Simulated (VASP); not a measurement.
# BN (P6_3/mmc) in VASP: a series of runs, part 2 of 2

VASP 6.6.1.

## 3. Single point, PBEsol

This run uses another cell than the first one, of 9.53 Å³/atom, 1.063 times its volume.

File INCAR:

```
ALGO = Normal
EDIFF = 1E-6
ENCUT = 600
GGA = PS
GGA_COMPAT = F
ISIF = 2
ISMEAR = -1
LASPH = T
LCHARG = F
LREAL = F
LWAVE = F
NBANDS = 16
NELM = 120
PREC = Accurate
SIGMA = 0.02
```

File KPOINTS:

```
k-points
0
Gamma
  13 13 4
```

File POSCAR:

```
BN
1.0
    2.5043499239      0.0000000000      0.0000000000
   -1.2521749619      2.1688306540      0.0000000000
    0.0000000000      0.0000000000      7.0171626245
B N
2 2
Direct
    0.3333333333      0.6666666667      0.2500000000
    0.6666666667      0.3333333333      0.7500000000
    0.3333333333      0.6666666667      0.7500000000
    0.6666666667      0.3333333333      0.2500000000
```

Potentials or basis: VASP PAW PBE potentials, release 64 (B, N).

Run with:

```
> cat potpaw_PBE.64/B/POTCAR potpaw_PBE.64/N/POTCAR > POTCAR
> mpirun -np 1 vasp_std > vasp.out
```

OUTCAR:

```text
EDIFF = 1E-6
   ENCUT = 600
   GGA = PS
   ISIF = 2
   ISMEAR = -1
   LASPH = T
   LREAL = F
   NELM = 120
   PREC = Accurate

 ion  position               nearest neighbor table
   1  0.333  0.667  0.250-   4 1.45   4 1.45   4 1.45
   2  0.667  0.333  0.750-   3 1.45   3 1.45   3 1.45
   3  0.333  0.667  0.750-   2 1.45   2 1.45   2 1.45
   4  0.667  0.333  0.250-   1 1.45   1 1.45   1 1.45

  LATTYP: Found a hexagonal cell.
 ALAT       =     2.5043499239
 C/A-ratio  =     2.8019896731

  Lattice vectors:

 A1 = (   2.5043499239,   0.0000000000,   0.0000000000)
 A2 = (  -1.2521749619,   2.1688306540,   0.0000000000)
 A3 = (   0.0000000000,   0.0000000000,   7.0171626245)

Analysis of symmetry for initial positions (statically):
=====================================================================
 Subroutine PRICEL returns:
 Original cell was already a primitive cell.

 Routine SETGRP: Setting up the symmetry group for a
 hexagonal supercell.

 Subroutine GETGRP returns: Found 24 space group operations
 (whereof 12 operations were pure point group operations)
 out of a pool of 24 trial point group operations.

The static configuration has the point symmetry D_3d.
 The point group associated with its full space group is D_6h.

Analysis of symmetry for dynamics (positions and initial velocities):
=====================================================================
 Subroutine PRICEL returns:
 Original cell was already a primitive cell.

 Routine SETGRP: Setting up the symmetry group for a
 hexagonal supercell.

 Subroutine GETGRP returns: Found 24 space group operations
 (whereof 12 operations were pure point group operations)
 out of a pool of 24 trial point group operations.

The dynamic configuration has the point symmetry D_3d.
 The point group associated with its full space group is D_6h.

 Subroutine INISYM returns: Found 24 space group operations
 (whereof 12 operations are pure point group operations),
 and found     1 'primitive' translations

----------------------------------------------------------------------------------------

                                     Primitive cell

  volume of cell :      38.1138

  direct lattice vectors                    reciprocal lattice vectors
     2.504349924  0.000000000  0.000000000     0.399305221  0.230538977  0.000000000
    -1.252174962  2.168830654  0.000000000     0.000000000  0.461077954  0.000000000
     0.000000000  0.000000000  7.017162625     0.000000000  0.000000000  0.142507742

  length of vectors
     2.504349924  2.504349924  7.017162625     0.461077954  0.461077954  0.142507742

  position of ions in fractional coordinates (direct lattice)
     0.333333333  0.666666667  0.250000000
     0.666666667  0.333333333  0.750000000
     0.333333333  0.666666667  0.750000000
     0.666666667  0.333333333  0.250000000

  ion indices of the primitive-cell ions
   primitive index   ion index
                 1           1
                 2           2
                 3           3
                 4           4

----------------------------------------------------------------------------------------

 KPOINTS: k-points

Automatic generation of k-mesh.
 Grid dimensions read from file:
 generate k-points for:   13   13    4

 Generating k-lattice:

  Cartesian coordinates                     Fractional coordinates (reciprocal lattice)
     0.030715786  0.017733767  0.000000000     0.076923077  0.000000000  0.000000000
     0.000000000  0.035467535  0.000000000     0.000000000  0.076923077  0.000000000
     0.000000000  0.000000000  0.035626935     0.000000000  0.000000000  0.250000000

  Length of vectors
     0.035467535  0.035467535  0.035626935

  Shift w.r.t. Gamma in fractional coordinates (k-lattice)
     0.000000000  0.000000000  0.000000000

 Subroutine IBZKPT returns following result:
 ===========================================

 Found     63 irreducible k-points:

 Following reciprocal coordinates:
            Coordinates               Weight
  0.000000  0.000000  0.000000      1.000000
  0.076923  0.000000  0.000000      6.000000
  0.153846  0.000000  0.000000      6.000000
  0.230769  0.000000  0.000000      6.000000
  0.307692  0.000000  0.000000      6.000000
  0.384615  0.000000  0.000000      6.000000
[... 16 lines left out ...]
  0.076923  0.000000  0.250000     12.000000
  0.153846  0.000000  0.250000     12.000000
 [... further k-points ...]
   k-points           NKPTS =     63   k-points in BZ     NKDIM =     63   number of bands    NBANDS=     16
   number of dos      NEDOS =    301   number of ions     NIONS =      4
   total plane-waves  NPLWV =  22400
   dimension x,y,z NGX =    20 NGY =   20 NGZ =   56
   dimension x,y,z NGXF=    40 NGYF=   40 NGZF=  112
   ions per type =               2   2
   NGX,Y,Z   is equivalent  to a cutoff of  13.28, 13.28, 13.27 a.u.
   NGXF,Y,Z  is equivalent  to a cutoff of  26.55, 26.55, 26.53 a.u.
 SYSTEM =  unknown system
   PREC   = accura    normal or accurate (medium, high low for compatibility)
   ISTART =      0    job   : 0-new  1-cont  2-samecut
   ICHARG =      2    charge: 1-file 2-atom 10-const
   ISPIN  =      1    spin polarized calculation?
   LNONCOLLINEAR =      F non collinear calculations
   LSORBIT =      F    spin-orbit coupling
   LASPH  =      T    aspherical Exc in radial PAW
   ENCUT  =  600.0 eV  44.10 Ry    6.64 a.u.   5.00  5.00 14.02*2*pi/ulx,y,z
   NELM   =    120;   NELMIN=  2; NELMDL= -5     # of ELM steps
   EDIFF  = 0.1E-05   stopping-criterion for ELM
   LREAL  =      F    real-space projection
   EDIFFG = 0.1E-04   stopping-criterion for IOM
   NSW    =      0    number of steps for IOM
   IBRION =     -1    ionic relax: 0-MD 1-quasi-New 2-CG
   NFREE  =      0    steps in history (QN), initial steepest desc. (CG)
   ISIF   =      2    stress and relaxation
   ISYM   =      2    0-nonsym 1-usesym 2-fastsym
   POTIM  = 0.5000    time-step for ionic-motion
   TEBEG  =    0.0;   TEEND  =   0.0 temperature during run
   PSTRESS=    0.0 pullay stress
   NELECT =      16.0000    total number of electrons
   NUPDOWN=      -1.0000    fix difference up-down
   EMIN   =  10.00;   EMAX   =-10.00  energy-range for DOS
   EFERMI =   0.00;   METHOD = LEGACY
   ISMEAR =    -1;   SIGMA  =   0.02  broadening in eV -4-tet -1-fermi 0-gaus
   EFERMI_NEDOS =   21; number of points for ismear=-14 and -15
   IALGO  =     38    algorithm
   IMIX   =      4    mixing-type and parameters
     AMIX     =   0.40;   BMIX     =  1.00
     AMIX_MAG =   1.60;   BMIX_MAG =  1.00
  volume/ion in A,a.u.               =       9.53        64.30
  Fermi-wavevector in a.u.,A,eV,Ry     =   1.225803  2.316432 20.444026  1.502594
  Thomas-Fermi vector in A             =   2.360828
   LORBIT       =      0    0 simple, 1 ext, 2 COOP (PROOUT), +10 PAW based schemes
   GGA     = PS    functional components
   LHFCALC =     F    Hartree Fock is set to
   AEXX    =    0.0000 exact exchange contribution
   IVDW    =     0    specifies the selected vdW correction
   LEPSILON=     F    determine dielectric tensor
   LRPA    =     F    only Hartree local field effects (RPA)
 non-spin polarized calculation
  energy-cutoff  :      600.00
  volume of cell :       38.11
 maximum number of plane-waves:      1293
 NGX is ok and might be reduce to    20
   NGX =  9   NGY =  9   NGZ = 29

 number of electron      16.0000000 magnetization

 Free energy of the ion-electron system (eV)
  ---------------------------------------------------
  ext. energy  EPLUGINS =         0.00000000
  ---------------------------------------------------
  free energy    TOTEN  =       -36.57771775 eV

  energy without entropy =      -36.57771775  energy(sigma->0) =      -36.57771775

 E-fermi :   2.2830     XC(G=0):  -9.9286

 val. band max:        1.7828381772   @ k =   0.3077   0.3077   0.0000
 cond. band min:       6.0728885100   @ k =   0.4615   0.0769   0.0000
 fundamental gap:      4.2900503328
 Fermi energy:         2.2830445982

 k-point     1 :       0.0000    0.0000    0.0000
  band No.  band energies     occupation
      1     -15.9514      2.00000
      2     -15.7545      2.00000
      3      -4.3035      2.00000
      4      -2.6497      2.00000
      5       0.4513      2.00000
      6       0.4513      2.00000
[... 8 lines left out ...]
     15      13.6183      0.00000
     16      14.6755      0.00000
[... 419 lines left out ...]
 k-point    24 :       0.1538    0.0000    0.2500
  band No.  band energies     occupation
      1     -15.4672      2.00000
      2     -15.3360      2.00000
      3      -3.4749      2.00000
      4      -2.3595      2.00000
      5      -1.2646      2.00000
      6      -1.2491      2.00000
[... 8 lines left out ...]
     15      15.1980      0.00000
     16      15.2519      0.00000

 [... further k-points ...]
[... 5 lines left out ...]
  --------------------------------------------------------------------------------------
  -------------------------------------------------------------------------------------
  Total        0.0689974      0.0689974     -0.0507814      0.0000000      0.0000000      0.0000000
  in kB        2.9004212      2.9004212     -2.1346831      0.0000000      0.0000000      0.0000000
  external PRESSURE =       1.2220531 kB  Pullay stress =       0.0000000 kB

 VOLUME and BASIS-vectors are now :
 -----------------------------------------------------------------------------
  energy-cutoff  :      600.00
  volume of cell :       38.11
      direct lattice vectors                 reciprocal lattice vectors
     2.504349924  0.000000000  0.000000000     0.399305221  0.230538977  0.000000000
    -1.252174962  2.168830654  0.000000000     0.000000000  0.461077954  0.000000000
     0.000000000  0.000000000  7.017162625     0.000000000  0.000000000  0.142507742

 POSITION                                       TOTAL-FORCE (eV/Angst)
 -----------------------------------------------------------------------------------
     -0.00000      1.44589      1.75429        -0.000000      0.000000      0.000000
      1.25217      0.72294      5.26287         0.000000     -0.000000      0.000000
     -0.00000      1.44589      5.26287        -0.000000      0.000000      0.000000
      1.25217      0.72294      1.75429         0.000000     -0.000000      0.000000
 -----------------------------------------------------------------------------------
    total drift:                               -0.000000      0.000000      0.000000

  FREE ENERGIE OF THE ION-ELECTRON SYSTEM (eV)
  ---------------------------------------------------
  free  energy   TOTEN  =       -36.5777177483 eV

  energy  without entropy=      -36.5777177483  energy(sigma->0) =      -36.57771775
```

OSZICAR:

```text
N       E                     dE             d eps       ncg     rms          rms(c)
DAV:   1     0.573884693976E+02    0.57388E+02   -0.85824E+03  2016   0.103E+03
DAV:   2    -0.362700874652E+02   -0.93659E+02   -0.85425E+02  2760   0.244E+02
DAV:   3    -0.400483612342E+02   -0.37783E+01   -0.37630E+01  2704   0.488E+01
DAV:   4    -0.400755236587E+02   -0.27162E-01   -0.27159E-01  2440   0.434E+00
DAV:   5    -0.400757876714E+02   -0.26401E-03   -0.26400E-03  2616   0.419E-01    0.110E+01
DAV:   6    -0.369675014124E+02    0.31083E+01   -0.49766E+00  2640   0.177E+01    0.500E+00
DAV:   7    -0.366686107167E+02    0.29889E+00   -0.54484E-01  2728   0.537E+00    0.309E+00
DAV:   8    -0.365814305960E+02    0.87180E-01   -0.23468E-01  2600   0.325E+00    0.484E-01
DAV:   9    -0.365766964381E+02    0.47342E-02   -0.15969E-02  2312   0.105E+00    0.183E-01
DAV:  10    -0.365775901797E+02   -0.89374E-03   -0.11968E-03  2312   0.261E-01    0.320E-02
DAV:  11    -0.365777069751E+02   -0.11680E-03   -0.87361E-05  2504   0.729E-02    0.229E-02
DAV:  12    -0.365777176286E+02   -0.10653E-04   -0.27115E-05  2200   0.354E-02    0.223E-03
DAV:  13    -0.365777177483E+02   -0.11971E-06   -0.65481E-07  2224   0.642E-03
   1 F= -.36577718E+02 E0= -.36577718E+02  d E =-.185629E-12
```

stdout:

```text
POSCAR found type information on POSCAR B N
 POSCAR found :  2 types and       4 ions
 scaLAPACK will be used
 -----------------------------------------------------------------------------
|                                                                             |
|                                                                             |
|     You enforced a specific xc type in the INCAR file but a different       |
|     I HOPE YOU KNOW WHAT YOU ARE DOING!                                     |
|                                                                             |
 -----------------------------------------------------------------------------

 LDA part: xc-table for (Slater+PW92), standard interpolation
 POSCAR, INCAR and KPOINTS ok, starting setup
 FFT: planning ... GRIDC
 FFT: planning ... GRID_SOFT
 FFT: planning ... GRID
 WAVECAR not read
 entering main loop
```

Wall time 30 s (1 thread of Intel Xeon Platinum 8259CL at 2.50GHz (Skylake/Cascade Lake), shared host); peak memory 0.17 GiB.

Results:

```yaml
Free_energy: -36.5777 eV
Pressure: 0.1 GPa
Band_gap_on_the_k_mesh: 4.29 eV, indirect (least direct gap 4.66 eV)
```

Stress tensor (GPa, compression positive):
```
 0.29  0.00  0.00
 0.00  0.29  0.00
 0.00  0.00 -0.21
```

Levels at points of the mesh, in eV from the valence-band top:
| k point | band 5 | band 6 | band 7 | band 8 | band 9 | band 10 | band 11 | band 12 |
| --- | --- | --- | --- | --- | --- | --- | --- | --- |
| (0.00, 0.00, 0.00) | -1.33 | -1.33 | -1.31 | -1.31 | 4.74 | 9.49 | 11.50 | 11.50 |
| (0.00, 0.00, 0.50) | -1.32 | -1.32 | -1.32 | -1.32 | 6.84 | 6.84 | 11.54 | 11.54 |

Caveat: the PAW data sets were made with another functional, which shifts forces and pressure a little; this functional lacks dispersion, which binds the layers, so the pressure and a relaxed spacing across them are unreliable. A k mesh can miss the band edges.
